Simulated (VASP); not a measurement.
# ZrN (rocksalt type) (Fm-3m) in VASP: single point with PBE

Aim: the single point of ZrN (rocksalt type) with PBE.

Everything below comes from runs of VASP 6.6.1. Logs are shortened: lines on timing, memory, paths and dates and some standing lists are left out, and cuts for length are marked.

## 1. The cell of the first run

Symmetry: Fm-3m, No. 225, cubic system. The conventional cell has a = 4.595 Å, b = 4.595 Å, c = 4.595 Å, α = 90.00°, β = 90.00°, γ = 90.00°. Zr (site symmetry m-3m) has 6 N at 2.30 Å within 3.0 Å. Within 3.0 Å of N (site symmetry m-3m) lie 6 Zr at 2.30 Å.

## 2. Single point, PBE

Contents of INCAR:

```
SYSTEM = ZrN
PREC     = Accurate       ! precision mode
ENCUT    = 600            ! plane-wave cutoff, eV
EDIFF    = 1E-6           ! SCF threshold, eV
ISMEAR   = -1             ! smearing method
SIGMA    = 0.05           ! smearing width, eV
LREAL    = .False.        ! projectors in reciprocal space
LASPH    = .True.         ! aspherical terms in the spheres
NELM     = 120            ! most SCF steps
ALGO     = Normal         ! electronic algorithm
ISIF     = 2              ! what is computed and relaxed
LWAVE    = .False.        ! write WAVECAR
LCHARG   = .False.        ! write CHGCAR
GGA      = PE             ! functional
NBANDS   = 25             ! bands
GGA_COMPAT= .False.
```

Contents of KPOINTS:

```
Automatic mesh
0
Gamma
  10 10 7
  0 0 0
```

Contents of POSCAR:

```
ZrN
1.0
    2.2973547577      2.2973547577      0.0000000000
   -2.2973547577      2.2973547577      0.0000000000
    0.0000000000      0.0000000000      4.5947095154
Zr N
2 2
Direct
    0.0000000000      0.0000000000      0.0000000000
    0.5000000000      0.5000000000      0.5000000000
    0.5000000000      0.5000000000      0.0000000000
    0.0000000000      0.0000000000      0.5000000000
```

Potentials or basis: VASP PAW PBE potentials, release 64 (Zr_sv, N).

Started as:

```
$ cat potpaw_PBE.64/Zr_sv/POTCAR potpaw_PBE.64/N/POTCAR > POTCAR
$ mpirun -np 1 vasp_std > vasp.out
```

OUTCAR:

```text
SYSTEM = ZrN
   PREC = Accurate
   ENCUT = 600
   EDIFF = 1E-6
   ISMEAR = -1
   LREAL = .False.
   LASPH = .True.
   NELM = 120
   ISIF = 2
   GGA = PE

 ion  position               nearest neighbor table
   1  0.000  0.000  0.000-   3 2.30   4 2.30   4 2.30   3 2.30   3 2.30   3 2.30   2 3.25   2 3.25
                             2 3.25   2 3.25   2 3.25   2 3.25   2 3.25   2 3.25
   2  0.500  0.500  0.500-   3 2.30   4 2.30   3 2.30   4 2.30   4 2.30   4 2.30   1 3.25   1 3.25
                             1 3.25   1 3.25   1 3.25   1 3.25   1 3.25   1 3.25
   3  0.500  0.500  0.000-   1 2.30   2 2.30   2 2.30   1 2.30   1 2.30   1 2.30
   4  0.000  0.000  0.500-   1 2.30   2 2.30   1 2.30   2 2.30   2 2.30   2 2.30

  LATTYP: Found a simple tetragonal cell.
 ALAT       =     3.2489502559
 C/A-ratio  =     1.4142135624

  Lattice vectors:

 A1 = (   2.2973547577,   2.2973547577,   0.0000000000)
 A2 = (  -2.2973547577,   2.2973547577,   0.0000000000)
 A3 = (   0.0000000000,   0.0000000000,   4.5947095154)

Analysis of symmetry for initial positions (statically):
=====================================================================
 Subroutine PRICEL returns following result:

  LATTYP: Found a face centered cubic cell.
 ALAT       =     4.5947095154

  Lattice vectors:

 A1 = (   0.0000000000,  -2.2973547577,  -2.2973547577)
 A2 = (   2.2973547577,   0.0000000000,  -2.2973547577)
 A3 = (   2.2973547577,  -2.2973547577,   0.0000000000)

   2 primitive cells build up your supercell.

 Routine SETGRP: Setting up the symmetry group for a
 simple tetragonal supercell.

 Subroutine GETGRP returns: Found 16 space group operations
 (whereof 16 operations were pure point group operations)
 out of a pool of 16 trial point group operations.

The static configuration has the point symmetry D_4h.

Analysis of symmetry for dynamics (positions and initial velocities):
=====================================================================
 Subroutine PRICEL returns following result:

  LATTYP: Found a face centered cubic cell.
 ALAT       =     4.5947095154

  Lattice vectors:

 A1 = (   0.0000000000,  -2.2973547577,  -2.2973547577)
 A2 = (   2.2973547577,   0.0000000000,  -2.2973547577)
 A3 = (   2.2973547577,  -2.2973547577,   0.0000000000)

   2 primitive cells build up your supercell.

 Routine SETGRP: Setting up the symmetry group for a
 simple tetragonal supercell.

 Subroutine GETGRP returns: Found 16 space group operations
 (whereof 16 operations were pure point group operations)
 out of a pool of 16 trial point group operations.

The dynamic configuration has the point symmetry D_4h.

 Subroutine INISYM returns: Found 16 space group operations
 (whereof 16 operations are pure point group operations),
 and found     2 'primitive' translations

----------------------------------------------------------------------------------------

                                     Primitive cell

  volume of cell :      24.2501

  direct lattice vectors                    reciprocal lattice vectors
     0.000000000 -2.297354758 -2.297354758    -0.217641615 -0.217641615 -0.217641615
     2.297354758  0.000000000 -2.297354758     0.217641615  0.217641615 -0.217641615
     2.297354758 -2.297354758  0.000000000     0.217641615 -0.217641615  0.217641615

  length of vectors
     3.248950256  3.248950256  3.248950256     0.376966335  0.376966335  0.376966335

  position of ions in fractional coordinates (direct lattice)
     0.000000000  0.000000000  0.000000000
     0.500000000  0.500000000  0.500000000

  ion indices of the primitive-cell ions
   primitive index   ion index
                 1           1
                 2           4

----------------------------------------------------------------------------------------

 KPOINTS: Automatic mesh

Automatic generation of k-mesh.
 Grid dimensions read from file:
 generate k-points for:   10   10    7

 Generating k-lattice:

  Cartesian coordinates                     Fractional coordinates (reciprocal lattice)
     0.021764162  0.021764162  0.000000000     0.100000000  0.000000000  0.000000000
    -0.021764162  0.021764162  0.000000000     0.000000000  0.100000000  0.000000000
     0.000000000  0.000000000  0.031091659     0.000000000  0.000000000  0.142857143

  Length of vectors
     0.030779172  0.030779172  0.031091659

  Shift w.r.t. Gamma in fractional coordinates (k-lattice)
     0.000000000  0.000000000  0.000000000

 Subroutine IBZKPT returns following result:
 ===========================================

 Found     84 irreducible k-points:

 Following reciprocal coordinates:
            Coordinates               Weight
  0.000000  0.000000  0.000000      1.000000
  0.100000  0.000000  0.000000      4.000000
  0.200000  0.000000  0.000000      4.000000
  0.300000  0.000000  0.000000      4.000000
  0.400000  0.000000  0.000000      4.000000
  0.500000  0.000000  0.000000      2.000000
[... 16 lines left out ...]
  0.100000  0.000000  0.142857      8.000000
  0.200000  0.000000  0.142857      8.000000
 [... further k-points ...]
   k-points           NKPTS =     84   k-points in BZ     NKDIM =     84   number of bands    NBANDS=     25
   number of dos      NEDOS =    301   number of ions     NIONS =      4
   total plane-waves  NPLWV =  31360
   dimension x,y,z NGX =    28 NGY =   28 NGZ =   40
   dimension x,y,z NGXF=    56 NGYF=   56 NGZF=   80
   ions per type =               2   2
   NGX,Y,Z   is equivalent  to a cutoff of  14.33, 14.33, 14.47 a.u.
   NGXF,Y,Z  is equivalent  to a cutoff of  28.65, 28.65, 28.95 a.u.
 SYSTEM =  ZrN
   PREC   = accura    normal or accurate (medium, high low for compatibility)
   ISTART =      0    job   : 0-new  1-cont  2-samecut
   ICHARG =      2    charge: 1-file 2-atom 10-const
   ISPIN  =      1    spin polarized calculation?
   LNONCOLLINEAR =      F non collinear calculations
   LSORBIT =      F    spin-orbit coupling
   LASPH  =      T    aspherical Exc in radial PAW
   ENCUT  =  600.0 eV  44.10 Ry    6.64 a.u.   6.49  6.49  9.18*2*pi/ulx,y,z
   NELM   =    120;   NELMIN=  2; NELMDL= -5     # of ELM steps
   EDIFF  = 0.1E-05   stopping-criterion for ELM
   LREAL  =      F    real-space projection
   EDIFFG = 0.1E-04   stopping-criterion for IOM
   NSW    =      0    number of steps for IOM
   IBRION =     -1    ionic relax: 0-MD 1-quasi-New 2-CG
   NFREE  =      0    steps in history (QN), initial steepest desc. (CG)
   ISIF   =      2    stress and relaxation
   ISYM   =      2    0-nonsym 1-usesym 2-fastsym
   POTIM  = 0.5000    time-step for ionic-motion
   TEBEG  =    0.0;   TEEND  =   0.0 temperature during run
   PSTRESS=    0.0 pullay stress
   NELECT =      34.0000    total number of electrons
   NUPDOWN=      -1.0000    fix difference up-down
   EMIN   =  10.00;   EMAX   =-10.00  energy-range for DOS
   EFERMI =   0.00;   METHOD = LEGACY
   ISMEAR =    -1;   SIGMA  =   0.05  broadening in eV -4-tet -1-fermi 0-gaus
   EFERMI_NEDOS =   21; number of points for ismear=-14 and -15
   IALGO  =     38    algorithm
   IMIX   =      4    mixing-type and parameters
     AMIX     =   0.40;   BMIX     =  1.00
     AMIX_MAG =   1.60;   BMIX_MAG =  1.00
  volume/ion in A,a.u.               =      12.13        81.82
  Fermi-wavevector in a.u.,A,eV,Ry     =   1.454297  2.748223 28.776042  2.114979
  Thomas-Fermi vector in A             =   2.571464
   LORBIT       =      0    0 simple, 1 ext, 2 COOP (PROOUT), +10 PAW based schemes
   GGA     = PE    functional components
   LHFCALC =     F    Hartree Fock is set to
   AEXX    =    0.0000 exact exchange contribution
   IVDW    =     0    specifies the selected vdW correction
   LEPSILON=     F    determine dielectric tensor
   LRPA    =     F    only Hartree local field effects (RPA)
 non-spin polarized calculation
  energy-cutoff  :      600.00
  volume of cell :       48.50
 maximum number of plane-waves:      1659
 NGX is ok and might be reduce to    28
   NGX = 13   NGY = 13   NGZ = 19

 number of electron      34.0000005 magnetization

 Free energy of the ion-electron system (eV)
  ---------------------------------------------------
  ext. energy  EPLUGINS =         0.00000000
  ---------------------------------------------------
  free energy    TOTEN  =       -40.74988476 eV

  energy without entropy =      -40.73685754  energy(sigma->0) =      -40.74337115

 E-fermi :  11.9422     XC(G=0): -12.4705

 val. band max:       11.9419603765   @ k =   0.2000   0.1000   0.4286
 cond. band min:      11.9519902990   @ k =   0.3000   0.0000   0.1429
 fundamental gap:      0.0100299225
 Fermi energy:        11.9422006116

 k-point     1 :       0.0000    0.0000    0.0000
  band No.  band energies     occupation
      1     -37.7187      2.00000
      2     -37.5375      2.00000
      3     -16.2463      2.00000
      4     -15.6965      2.00000
      5     -15.6965      2.00000
      6     -15.3482      2.00000
[... 17 lines left out ...]
     24      15.2269      0.00000
     25      16.3782      0.00000

 k-point     2 :       0.1000    0.0000    0.0000
  band No.  band energies     occupation
      1     -37.7099      2.00000
      2     -37.5375      2.00000
      3     -16.2204      2.00000
      4     -15.7511      2.00000
      5     -15.6808      2.00000
      6     -15.4233      2.00000
[... 17 lines left out ...]
     24      15.7103      0.00000
     25      16.1629      0.00000

 k-point     3 :       0.2000    0.0000    0.0000
  band No.  band energies     occupation
      1     -37.6858      2.00000
      2     -37.5387      2.00000
      3     -16.1462      2.00000
      4     -15.8884      2.00000
      5     -15.6368      2.00000
      6     -15.6169      2.00000
[... 17 lines left out ...]
     24      15.8195      0.00000
     25      16.2532      0.00000

 k-point     4 :       0.3000    0.0000    0.0000
  band No.  band energies     occupation
      1     -37.6516      2.00000
      2     -37.5444      2.00000
      3     -16.0448      2.00000
      4     -16.0333      2.00000
      5     -15.8533      2.00000
      6     -15.5739      2.00000
[... 17 lines left out ...]
     24      16.8880      0.00000
     25      17.5061      0.00000

 k-point     5 :       0.4000    0.0000    0.0000
  band No.  band energies     occupation
      1     -37.6147      2.00000
      2     -37.5582      2.00000
      3     -16.1512      2.00000
      4     -16.0527      2.00000
      5     -15.8961      2.00000
      6     -15.6148      2.00000
[... 17 lines left out ...]
     24      16.4597      0.00000
     25      18.5386      0.00000

 k-point     6 :       0.5000    0.0000    0.0000
  band No.  band energies     occupation
      1     -37.5820      2.00000
      2     -37.5820      2.00000
      3     -16.1590      2.00000
      4     -16.1590      2.00000
      5     -15.7512      2.00000
      6     -15.7512      2.00000
[... 17 lines left out ...]
     24      15.9200      0.00000
     25      19.5130      0.00000
[... 393 lines left out ...]
 k-point    21 :       0.5000    0.5000    0.0000
  band No.  band energies     occupation
      1     -37.5375      2.00000
      2     -37.5375      2.00000
      3     -16.2503      2.00000
      4     -16.2503      2.00000
      5     -15.6966      2.00000
      6     -15.6966      2.00000
[... 17 lines left out ...]
     24      16.3973      0.00000
     25      16.7724      0.00000

 k-point    22 :       0.0000    0.0000    0.1429
  band No.  band energies     occupation
      1     -37.7097      2.00000
      2     -37.5465      2.00000
      3     -16.2142      2.00000
      4     -15.6796      2.00000
      5     -15.6796      2.00000
      6     -15.4043      2.00000
[... 17 lines left out ...]
     24      15.2709      0.00000
     25      16.2993      0.00000

 k-point    23 :       0.1000    0.0000    0.1429
  band No.  band energies     occupation
      1     -37.7014      2.00000
      2     -37.5461      2.00000
      3     -16.1993      2.00000
      4     -15.7252      2.00000
      5     -15.6645      2.00000
      6     -15.5029      2.00000
[... 17 lines left out ...]
     24      15.6024      0.00000
     25      16.0868      0.00000

 k-point    24 :       0.2000    0.0000    0.1429
  band No.  band energies     occupation
      1     -37.6785      2.00000
      2     -37.5460      2.00000
      3     -16.1725      2.00000
      4     -15.8211      2.00000
      5     -15.7046      2.00000
      6     -15.6228      2.00000
[... 17 lines left out ...]
     24      15.8135      0.00000
     25      16.3520      0.00000

 [... further k-points ...]
[... 5 lines left out ...]
  --------------------------------------------------------------------------------------
  -------------------------------------------------------------------------------------
  Total        0.0417844      0.0417844      0.0420973      0.0000000      0.0000000      0.0000000
  in kB        1.3803217      1.3803217      1.3906586      0.0000000      0.0000000      0.0000000
  external PRESSURE =       1.3837673 kB  Pullay stress =       0.0000000 kB

 VOLUME and BASIS-vectors are now :
 -----------------------------------------------------------------------------
  energy-cutoff  :      600.00
  volume of cell :       48.50
      direct lattice vectors                 reciprocal lattice vectors
     2.297354758  2.297354758  0.000000000     0.217641615  0.217641615  0.000000000
    -2.297354758  2.297354758  0.000000000    -0.217641615  0.217641615  0.000000000
     0.000000000  0.000000000  4.594709515     0.000000000  0.000000000  0.217641615

 POSITION                                       TOTAL-FORCE (eV/Angst)
 -----------------------------------------------------------------------------------
      0.00000      0.00000      0.00000         0.000000     -0.000000     -0.000000
      0.00000      2.29735      2.29735         0.000000      0.000000      0.000000
      0.00000      2.29735      0.00000        -0.000000     -0.000000     -0.000000
      0.00000      0.00000      2.29735        -0.000000     -0.000000     -0.000000
 -----------------------------------------------------------------------------------
    total drift:                               -0.000000      0.000000      0.000000

  FREE ENERGIE OF THE ION-ELECTRON SYSTEM (eV)
  ---------------------------------------------------
  free  energy   TOTEN  =       -40.7498847605 eV

  energy  without entropy=      -40.7368575391  energy(sigma->0) =      -40.74337115
```

Wall time 88 s (1 thread of Intel Xeon Platinum 8259CL at 2.50GHz (Skylake/Cascade Lake), shared host); peak memory 0.24 GiB.

Results:

* Free energy: -40.7499 eV
* Pressure: 0.1 GPa
* Band gap on the k mesh: zero (bands 17 and 18 overlap by 5.98 eV)
